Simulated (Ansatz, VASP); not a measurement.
Two plane-wave programs on Si5C

```
CELL_PARAMETERS angstrom
2.88947 0.00000 0.00000
-1.44473 2.50235 0.00000
0.00000 0.00000 10.68086
ATOMIC_POSITIONS crystal
Si 0.33333 0.66667 0.61387
Si 0.33333 0.66667 0.00000
Si 0.33333 0.66667 0.38613
Si 0.66667 0.33333 0.81098
Si 0.66667 0.33333 0.18902
C 0.66667 0.33333 0.50000
```

Alike in both runs: functional PBE; k mesh 18 × 18 × 4; occupations gaussian, width 0.1 eV; no spin polarisation.

Ansatz relaxed the structure, and its values are those at the end. VASP's run is a single point on that final structure, the one shown.

|  | VASP | Ansatz |
| --- | --- | --- |
| version | VASP 6.6.1 | Ansatz 0.2.0 |
| potentials or method | VASP PAW PBE potentials, release 64 (Si, C), cutoff 520 eV | scalar-relativistic, plane waves, PAW |
| valence electrons in the cell | 24 | 24 |

```csv
,VASP,Ansatz,Ansatz less VASP
gap on the k mesh at the Fermi level (eV),none,none,-
pressure (GPa),0.0,0.0,+0.01
rms of the force components (eV/Å),0.006,0.000,-0.0054
```

A gap of «none» marks a metal or a gap that the smearing closes. The functional is the same, so the differences come from potentials, cutoffs and numerics.
